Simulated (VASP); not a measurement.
# GaP (F-43m) in VASP: further runs

GaP is run at these levels: LDA; tasks: single point.

Everything below comes from runs of VASP 6.6.1. Logs are shortened: lines on timing, memory, paths and dates and some standing lists are left out, and cuts for length are marked.

## 1. The cell of the first run

Symmetry: F-43m, No. 216, cubic system. The conventional cell has a = 5.487 Å, b = 5.487 Å, c = 5.487 Å, α = 90.00°, β = 90.00°, γ = 90.00°. Ga (site symmetry -43m) has 4 P at 2.38 Å within 3.1 Å. Within 3.1 Å of P (site symmetry -43m) lie 4 Ga at 2.38 Å.

## 2. Single point, LDA

Contents of INCAR:

```
  ALGO = Normal
  EDIFF = 1E-6
  ENCUT = 520
  ISIF = 2
  ISMEAR = 0
  LASPH = True
  LCHARG = False
  LREAL = False
  LWAVE = False
  NBANDS = 16
  NELM = 80
  PREC = Accurate
  SIGMA = 0.01
```

Contents of KPOINTS:

```
k-points
0
Gamma
  6 6 6
```

Contents of POSCAR:

```
GaP
1.0
    0.0000000000      2.7432985392      2.7432985392
    2.7432985392      0.0000000000      2.7432985392
    2.7432985392      2.7432985392      0.0000000000
Ga P
1 1
Direct
    0.0000000000      0.0000000000      0.0000000000
    0.2500000000      0.2500000000      0.2500000000
```

Potentials or basis: VASP PAW LDA potentials, release 64 (Ga_d, P).

On the command line:

```
$ cat potpaw_LDA.64/Ga_d/POTCAR potpaw_LDA.64/P/POTCAR > POTCAR
$ mpirun -np 1 vasp_std > vasp.out
```

OUTCAR:

```text
EDIFF = 1E-6
   ENCUT = 520
   ISIF = 2
   ISMEAR = 0
   LASPH = True
   LREAL = False
   NELM = 80
   PREC = Accurate

 ion  position               nearest neighbor table
   1  0.000  0.000  0.000-   2 2.38   2 2.38   2 2.38   2 2.38
   2  0.250  0.250  0.250-   1 2.38   1 2.38   1 2.38   1 2.38

  LATTYP: Found a face centered cubic cell.
 ALAT       =     5.4865970784

  Lattice vectors:

 A1 = (   0.0000000000,   2.7432985392,   2.7432985392)
 A2 = (   2.7432985392,   0.0000000000,   2.7432985392)
 A3 = (   2.7432985392,   2.7432985392,   0.0000000000)

Analysis of symmetry for initial positions (statically):
=====================================================================
 Subroutine PRICEL returns:
 Original cell was already a primitive cell.

 Routine SETGRP: Setting up the symmetry group for a
 face centered cubic supercell.

 Subroutine GETGRP returns: Found 24 space group operations
 (whereof 24 operations were pure point group operations)
 out of a pool of 48 trial point group operations.

The static configuration has the point symmetry T_d .

Analysis of symmetry for dynamics (positions and initial velocities):
=====================================================================
 Subroutine PRICEL returns:
 Original cell was already a primitive cell.

 Routine SETGRP: Setting up the symmetry group for a
 face centered cubic supercell.

 Subroutine GETGRP returns: Found 24 space group operations
 (whereof 24 operations were pure point group operations)
 out of a pool of 48 trial point group operations.

The dynamic configuration has the point symmetry T_d .

 Subroutine INISYM returns: Found 24 space group operations
 (whereof 24 operations are pure point group operations),
 and found     1 'primitive' translations

----------------------------------------------------------------------------------------

                                     Primitive cell

  volume of cell :      41.2904

  direct lattice vectors                    reciprocal lattice vectors
     0.000000000  2.743298539  2.743298539    -0.182262336  0.182262336  0.182262336
     2.743298539  0.000000000  2.743298539     0.182262336 -0.182262336  0.182262336
     2.743298539  2.743298539  0.000000000     0.182262336  0.182262336 -0.182262336

  length of vectors
     3.879610000  3.879610000  3.879610000     0.315687626  0.315687626  0.315687626
[... 70 lines left out ...]
   ENCUT  =  520.0 eV  38.22 Ry    6.18 a.u.   7.21  7.21  7.21*2*pi/ulx,y,z
   NELM   =     80;   NELMIN=  2; NELMDL= -5     # of ELM steps
   EDIFF  = 0.1E-05   stopping-criterion for ELM
   LREAL  =      F    real-space projection
   EDIFFG = 0.1E-04   stopping-criterion for IOM
   NSW    =      0    number of steps for IOM
   IBRION =     -1    ionic relax: 0-MD 1-quasi-New 2-CG
   NFREE  =      0    steps in history (QN), initial steepest desc. (CG)
   ISIF   =      2    stress and relaxation
   ISYM   =      2    0-nonsym 1-usesym 2-fastsym
   POTIM  = 0.5000    time-step for ionic-motion
   TEBEG  =    0.0;   TEEND  =   0.0 temperature during run
   PSTRESS=    0.0 pullay stress
   NELECT =      18.0000    total number of electrons
   NUPDOWN=      -1.0000    fix difference up-down
   EMIN   =  10.00;   EMAX   =-10.00  energy-range for DOS
   EFERMI =   0.00;   METHOD = LEGACY
   ISMEAR =     0;   SIGMA  =   0.01  broadening in eV -4-tet -1-fermi 0-gaus
   EFERMI_NEDOS =   21; number of points for ismear=-14 and -15
   IALGO  =     38    algorithm
   IMIX   =      4    mixing-type and parameters
     AMIX     =   0.40;   BMIX     =  1.00
     AMIX_MAG =   1.60;   BMIX_MAG =  1.00
  volume/ion in A,a.u.               =      20.65       139.32
  Fermi-wavevector in a.u.,A,eV,Ry     =   1.241317  2.345748 20.964770  1.540867
  Thomas-Fermi vector in A             =   2.375720
   LORBIT       =      0    0 simple, 1 ext, 2 COOP (PROOUT), +10 PAW based schemes
   GGA     = CA    functional components
   LHFCALC =     F    Hartree Fock is set to
   AEXX    =    0.0000 exact exchange contribution
   IVDW    =     0    specifies the selected vdW correction
   LEPSILON=     F    determine dielectric tensor
   LRPA    =     F    only Hartree local field effects (RPA)
 non-spin polarized calculation
 Gauss-broadening in eV      SIGMA  =   0.01
  energy-cutoff  :      520.00
  volume of cell :       41.29
 maximum number of plane-waves:      1139
 NGX is ok and might be reduce to    30
   NGX = 15   NGY = 15   NGZ = 15

 number of electron      17.9999997 magnetization

 Free energy of the ion-electron system (eV)
  ---------------------------------------------------
  ext. energy  EPLUGINS =         0.00000000
  ---------------------------------------------------
  free energy    TOTEN  =       -10.40788691 eV

  energy without entropy =      -10.40788691  energy(sigma->0) =      -10.40788691

 E-fermi :   4.4002     XC(G=0): -10.0746

 val. band max:        4.3103062481   @ k =   0.0000   0.0000   0.0000
 cond. band min:       5.7605092930   @ k =   0.5000   0.0000   0.0000
 fundamental gap:      1.4502030449
 Fermi energy:         4.4002031263

 k-point     1 :       0.0000    0.0000    0.0000
  band No.  band energies     occupation
      1     -10.3699      2.00000
      2     -10.3699      2.00000
      3     -10.3699      2.00000
      4     -10.2779      2.00000
      5     -10.2779      2.00000
      6      -8.0539      2.00000
[... 281 lines left out ...]
      3     -10.3143      2.00000
      4     -10.2969      2.00000
      5     -10.2656      2.00000
      6      -5.0737      2.00000
[... 8 lines left out ...]
     15      16.0732      0.00000
     16      17.7316      0.00000

------------------------ aborting loop because EDIFF is reached ----------------------------------------

  FORCE on cell =-STRESS in cart. coord.  units (eV):
  Direction    XX          YY          ZZ          XY          YZ          ZX
  --------------------------------------------------------------------------------------
  -------------------------------------------------------------------------------------
  Total       -1.0651748     -1.0651748     -1.0651748      0.0000000      0.0000000      0.0000000
  in kB      -41.3316050    -41.3316050    -41.3316050      0.0000000      0.0000000      0.0000000
  external PRESSURE =     -41.3316050 kB  Pullay stress =       0.0000000 kB

 VOLUME and BASIS-vectors are now :
 -----------------------------------------------------------------------------
  energy-cutoff  :      520.00
  volume of cell :       41.29
      direct lattice vectors                 reciprocal lattice vectors
     0.000000000  2.743298539  2.743298539    -0.182262336  0.182262336  0.182262336
     2.743298539  0.000000000  2.743298539     0.182262336 -0.182262336  0.182262336
     2.743298539  2.743298539  0.000000000     0.182262336  0.182262336 -0.182262336

 POSITION                                       TOTAL-FORCE (eV/Angst)
 -----------------------------------------------------------------------------------
      0.00000      0.00000      0.00000        -0.000000     -0.000000     -0.000000
      1.37165      1.37165      1.37165         0.000000      0.000000      0.000000
 -----------------------------------------------------------------------------------
    total drift:                                0.000000      0.000000      0.000000

  FREE ENERGIE OF THE ION-ELECTRON SYSTEM (eV)
  ---------------------------------------------------
  free  energy   TOTEN  =       -10.4078869060 eV

  energy  without entropy=      -10.4078869060  energy(sigma->0) =      -10.40788691
```

stdout:

```text
POSCAR found type information on POSCAR GaP
 POSCAR found :  2 types and       2 ions
 scaLAPACK will be used
 LDA part: xc-table for (Slater(with rela. corr.)+CA(PZ))
 , standard interpolation
 POSCAR, INCAR and KPOINTS ok, starting setup
 FFT: planning ... GRIDC
 FFT: planning ... GRID_SOFT
 FFT: planning ... GRID
 WAVECAR not read
 entering main loop
```

Wall time 11 s (1 thread of Intel Xeon Platinum 8488C (Sapphire Rapids), shared host); peak memory 0.14 GiB.

Results:

```yaml
Free_energy: -10.4079 eV
Pressure: -4.1 GPa
Band_gap_on_the_k_mesh: 1.45 eV, indirect (least direct gap 1.47 eV)
```

A k mesh can miss the band edges.

## 3. Single point, LDA

This run uses another cell than the first one, of 21.05 Å³/atom, 1.020 times its volume.

Contents of INCAR:

```
SYSTEM = GaP
PREC     = Accurate       ! precision mode
ENCUT    = 520            ! plane-wave cutoff, eV
EDIFF    = 1E-6           ! SCF threshold, eV
ISMEAR   = 0              ! smearing method
SIGMA    = 0.01           ! smearing width, eV
LREAL    = .False.        ! projectors in reciprocal space
LASPH    = .True.         ! aspherical terms in the spheres
NELM     = 60             ! most SCF steps
ALGO     = Normal         ! electronic algorithm
ISIF     = 2              ! what is computed and relaxed
LWAVE    = .False.        ! write WAVECAR
LCHARG   = .False.        ! write CHGCAR
GGA      = CA             ! functional
NBANDS   = 16             ! bands
```

Contents of KPOINTS:

```
regular mesh
0
Gamma
  6 6 6
  0 0 0
```

Contents of POSCAR:

```
GaP
1.0
    0.0000000000      2.7611126653      2.7611126653
    2.7611126653      0.0000000000      2.7611126653
    2.7611126653      2.7611126653      0.0000000000
Ga P
1 1
Direct
    0.0000000000      0.0000000000      0.0000000000
    0.2500000000      0.2500000000      0.2500000000
```

Potentials or basis: VASP PAW LDA potentials, release 64 (Ga_d, P).

On the command line:

```
$ cat potpaw_LDA.64/Ga_d/POTCAR potpaw_LDA.64/P/POTCAR > POTCAR
$ mpirun -np 1 vasp_std > vasp.out
```

OUTCAR:

```text
SYSTEM = GaP
   PREC = Accurate
   ENCUT = 520
   EDIFF = 1E-6
   ISMEAR = 0
   LREAL = .False.
   LASPH = .True.
   NELM = 60
   ISIF = 2
   GGA = CA

 ion  position               nearest neighbor table
   1  0.000  0.000  0.000-   2 2.39   2 2.39   2 2.39   2 2.39
   2  0.250  0.250  0.250-   1 2.39   1 2.39   1 2.39   1 2.39

  LATTYP: Found a face centered cubic cell.
 ALAT       =     5.5222253306

  Lattice vectors:

 A1 = (   0.0000000000,   2.7611126653,   2.7611126653)
 A2 = (   2.7611126653,   0.0000000000,   2.7611126653)
 A3 = (   2.7611126653,   2.7611126653,   0.0000000000)

Analysis of symmetry for initial positions (statically):
=====================================================================
 Subroutine PRICEL returns:
 Original cell was already a primitive cell.

 Routine SETGRP: Setting up the symmetry group for a
 face centered cubic supercell.

 Subroutine GETGRP returns: Found 24 space group operations
 (whereof 24 operations were pure point group operations)
 out of a pool of 48 trial point group operations.

The static configuration has the point symmetry T_d .

Analysis of symmetry for dynamics (positions and initial velocities):
=====================================================================
 Subroutine PRICEL returns:
 Original cell was already a primitive cell.

 Routine SETGRP: Setting up the symmetry group for a
 face centered cubic supercell.

 Subroutine GETGRP returns: Found 24 space group operations
 (whereof 24 operations were pure point group operations)
 out of a pool of 48 trial point group operations.

The dynamic configuration has the point symmetry T_d .

 Subroutine INISYM returns: Found 24 space group operations
 (whereof 24 operations are pure point group operations),
 and found     1 'primitive' translations

[... 100 lines left out ...]
   ISMEAR =     0;   SIGMA  =   0.01  broadening in eV -4-tet -1-fermi 0-gaus
   EFERMI_NEDOS =   21; number of points for ismear=-14 and -15
   IALGO  =     38    algorithm
   IMIX   =      4    mixing-type and parameters
     AMIX     =   0.40;   BMIX     =  1.00
     AMIX_MAG =   1.60;   BMIX_MAG =  1.00
  volume/ion in A,a.u.               =      21.05       142.05
  Fermi-wavevector in a.u.,A,eV,Ry     =   1.233308  2.330614 20.695122  1.521049
  Thomas-Fermi vector in A             =   2.368043
   LORBIT       =      0    0 simple, 1 ext, 2 COOP (PROOUT), +10 PAW based schemes
   GGA     = CA    functional components
   LHFCALC =     F    Hartree Fock is set to
   AEXX    =    0.0000 exact exchange contribution
   IVDW    =     0    specifies the selected vdW correction
   LEPSILON=     F    determine dielectric tensor
   LRPA    =     F    only Hartree local field effects (RPA)
 non-spin polarized calculation
 Gauss-broadening in eV      SIGMA  =   0.01
  energy-cutoff  :      520.00
  volume of cell :       42.10
 maximum number of plane-waves:      1158
 NGX is ok and might be reduce to    30
   NGX = 15   NGY = 15   NGZ = 15

 number of electron      18.0000007 magnetization

 Free energy of the ion-electron system (eV)
  ---------------------------------------------------
  ext. energy  EPLUGINS =         0.00000000
  ---------------------------------------------------
  free energy    TOTEN  =       -10.38383667 eV

  energy without entropy =      -10.38383667  energy(sigma->0) =      -10.38383667

 E-fermi :   4.2408     XC(G=0):  -9.9890

 val. band max:        4.1167859056   @ k =   0.0000   0.0000   0.0000
 cond. band min:       5.4304841000   @ k =   0.0000   0.0000   0.0000
 fundamental gap:      1.3136981944
 Fermi energy:         4.2407925740

 k-point     1 :       0.0000    0.0000    0.0000
  band No.  band energies     occupation
      1     -10.5343      2.00000
      2     -10.5343      2.00000
      3     -10.5343      2.00000
      4     -10.4476      2.00000
      5     -10.4476      2.00000
      6      -8.1067      2.00000
[... 281 lines left out ...]
      3     -10.4819      2.00000
      4     -10.4653      2.00000
      5     -10.4361      2.00000
      6      -5.2186      2.00000
[... 8 lines left out ...]
     15      15.7886      0.00000
     16      17.4323      0.00000

------------------------ aborting loop because EDIFF is reached ----------------------------------------

  FORCE on cell =-STRESS in cart. coord.  units (eV):
  Direction    XX          YY          ZZ          XY          YZ          ZX
  --------------------------------------------------------------------------------------
  -------------------------------------------------------------------------------------
  Total       -1.4325949     -1.4325949     -1.4325949      0.0000000      0.0000000     -0.0000000
  in kB      -54.5194663    -54.5194663    -54.5194663      0.0000000      0.0000000     -0.0000000
  external PRESSURE =     -54.5194663 kB  Pullay stress =       0.0000000 kB

 VOLUME and BASIS-vectors are now :
 -----------------------------------------------------------------------------
  energy-cutoff  :      520.00
  volume of cell :       42.10
      direct lattice vectors                 reciprocal lattice vectors
     0.000000000  2.761112665  2.761112665    -0.181086417  0.181086417  0.181086417
     2.761112665  0.000000000  2.761112665     0.181086417 -0.181086417  0.181086417
     2.761112665  2.761112665  0.000000000     0.181086417  0.181086417 -0.181086417

 POSITION                                       TOTAL-FORCE (eV/Angst)
 -----------------------------------------------------------------------------------
      0.00000      0.00000      0.00000         0.000000      0.000000     -0.000000
      1.38056      1.38056      1.38056        -0.000000     -0.000000      0.000000
 -----------------------------------------------------------------------------------
    total drift:                               -0.000000     -0.000000      0.000000

  FREE ENERGIE OF THE ION-ELECTRON SYSTEM (eV)
  ---------------------------------------------------
  free  energy   TOTEN  =       -10.3838366713 eV

  energy  without entropy=      -10.3838366713  energy(sigma->0) =      -10.38383667
```

OSZICAR:

```text
N       E                     dE             d eps       ncg     rms          rms(c)
DAV:   1     0.802740239678E+02    0.80274E+02   -0.90387E+03   536   0.162E+03
DAV:   2    -0.416583242176E+01   -0.84440E+02   -0.80921E+02   600   0.315E+02
DAV:   3    -0.105794909911E+02   -0.64137E+01   -0.63953E+01   632   0.664E+01
DAV:   4    -0.106895351232E+02   -0.11004E+00   -0.11002E+00   656   0.942E+00
DAV:   5    -0.106917533781E+02   -0.22183E-02   -0.22182E-02   656   0.121E+00    0.412E+00
DAV:   6    -0.104324588109E+02    0.25929E+00   -0.35737E-01   808   0.978E+00    0.263E+00
DAV:   7    -0.103887983105E+02    0.43661E-01   -0.75502E-02   672   0.186E+00    0.100E+00
DAV:   8    -0.103838467932E+02    0.49515E-02   -0.10824E-02   616   0.113E+00    0.158E-01
DAV:   9    -0.103838248086E+02    0.21985E-04   -0.96504E-04   760   0.417E-01    0.660E-02
DAV:  10    -0.103838301703E+02   -0.53617E-05   -0.50136E-05   688   0.720E-02    0.301E-02
DAV:  11    -0.103838368940E+02   -0.67237E-05   -0.92732E-06   624   0.467E-02    0.674E-03
DAV:  12    -0.103838366713E+02    0.22268E-06   -0.52079E-07   408   0.752E-03
   1 F= -.10383837E+02 E0= -.10383837E+02  d E =-.128705E-70
```

stdout:

```text
POSCAR found type information on POSCAR GaP
 POSCAR found :  2 types and       2 ions
 scaLAPACK will be used
 LDA part: xc-table for (Slater(with rela. corr.)+CA(PZ))
 , standard interpolation
 POSCAR, INCAR and KPOINTS ok, starting setup
 FFT: planning ... GRIDC
 FFT: planning ... GRID_SOFT
 FFT: planning ... GRID
 WAVECAR not read
 entering main loop
```

It took 10 s on 1 thread of Intel Xeon Platinum 8488C (Sapphire Rapids), shared host; peak memory 0.14 GiB.

Results:

* Free energy: -10.3838 eV
* Pressure: -5.5 GPa
* Band gap on the k mesh: 1.31 eV, direct

A k mesh can miss the band edges.

## 4. Single point, LDA

This run uses another cell than the first one, of 21.45 Å³/atom, 1.039 times its volume.

Contents of INCAR:

```
  PREC = Accurate
  ENCUT = 520
  EDIFF = 1E-6
  ISMEAR = 0
  SIGMA = 0.01
  LREAL = F
  LASPH = T
  NELM = 80
  ALGO = Normal
  ISIF = 2
  LWAVE = F
  LCHARG = F
  GGA = CA
  NBANDS = 16
```

Contents of KPOINTS:

```
regular mesh
0
Gamma
  6 6 6
```

Contents of POSCAR:

```
GaP
1.0
    0.0000000000      2.7786998443      2.7786998443
    2.7786998443      0.0000000000      2.7786998443
    2.7786998443      2.7786998443      0.0000000000
Ga P
1 1
Direct
    0.0000000000      0.0000000000      0.0000000000
    0.2500000000      0.2500000000      0.2500000000
```

On the command line:

```
$ cat potpaw_LDA.64/Ga_d/POTCAR potpaw_LDA.64/P/POTCAR > POTCAR
$ mpirun -np 1 vasp_std > vasp.out
```

Run time: 13 s. Hardware: 1 thread of Intel Xeon Platinum 8488C (Sapphire Rapids), shared host; peak memory 0.14 GiB.

The run converged. Its results:

| Quantity | Value |
| --- | --- |
| Free energy | -10.3535 eV |
| Pressure | -6.6 GPa |
| Band gap on the k mesh | 1.16 eV, direct |

Levels at points of the mesh, in eV from the valence-band top:
```tsv
k point	band 6	band 7	band 8	band 9	band 10	band 11	band 12	band 13
(0.00, 0.00, 0.00)	-12.09	0.00	0.00	0.00	1.16	3.79	3.79	3.79
(0.50, 0.00, 0.00)	-10.19	-6.40	-1.05	-1.05	1.33	4.63	4.63	7.92
(0.50, 0.50, 0.00)	-9.35	-6.58	-2.51	-2.51	1.60	1.72	10.01	10.01
```

A k mesh can miss the band edges. A hybrid or GW would open this gap; LDA tends to underestimate it.

## 5. The runs side by side

```tsv
cell	gap on the mesh (eV)	pressure (GPa)
a = 3.880 Å, angles 60.0°, 2 atoms	1.45	-4.1
a = 3.905 Å, angles 60.0°, 2 atoms	1.31	-5.5
a = 3.930 Å, angles 60.0°, 2 atoms	1.16	-6.6
```

Alike in all rows: task single point; level LDA; potentials or basis VASP PAW LDA potentials, release 64 (Ga_d, P); no spin polarisation; k mesh 6 × 6 × 6; cutoff (eV) 520; smearing gaussian 0.01 eV.

Total energies depend on the potentials used, so only differences within one code and one set of settings carry meaning.
